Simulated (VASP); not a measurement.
Here is a VASP 6.6.1 calculation.

POSCAR

```
MgO
1.0
    0.0000000000      2.1135000000      2.1135000000
    2.1135000000      0.0000000000      2.1135000000
    2.1135000000      2.1135000000      0.0000000000
Mg O
1 1
Direct
    0.0000000000      0.0000000000      0.0000000000
    0.5000000000      0.5000000000      0.5000000000
```

INCAR.step1

```
SYSTEM = MgO
  PREC = Accurate
  ENCUT = 660
  ISMEAR = 0
  SIGMA = 0.1
  LREAL = .FALSE.
  LASPH = .TRUE.
  NELM = 120
  NBANDS = 11
  GGA = PE
  ALGO = Normal
  EDIFF = 1E-5
  LWAVE = .TRUE.
  LCHARG = .FALSE.
  GGA_COMPAT = .FALSE.
```

INCAR.step2

```
SYSTEM = MgO
  PREC = Accurate
  ENCUT = 660
  EDIFF = 1E-6
  ISMEAR = 0
  SIGMA = 0.1
  LREAL = .FALSE.
  LASPH = .TRUE.
  NELM = 120
  ALGO = Normal
  ISIF = 2
  LWAVE = .FALSE.
  LCHARG = .TRUE.
  METAGGA = R2SCAN
  LMIXTAU = .TRUE.
  LELF = .TRUE.
  LVHAR = .TRUE.
  NBANDS = 11
  ISTART = 1
  GGA_COMPAT = .FALSE.
```

KPOINTS

```
Automatic mesh
0
G
  9 9 9
  0 0 0
```

Potentials or basis: VASP PAW PBE potentials, release 64 (Mg, O).

The run is started by

```console
$ cat potpaw_PBE.64/Mg/POTCAR potpaw_PBE.64/O/POTCAR > POTCAR
$ cp INCAR.step1 INCAR
$ mpirun -np 1 vasp_std > vasp.out
$ cp INCAR.step2 INCAR
$ mpirun -np 1 vasp_std > vasp.out
```

(1) Estimate the pressure.

(2) What does it give for the band gap on the k mesh?

Answers

(1) -4.0 GPa.

(2) 5.50 eV.

Caveat: the cell stands under tension; the PAW data sets were made with another functional, which shifts forces and pressure a little.
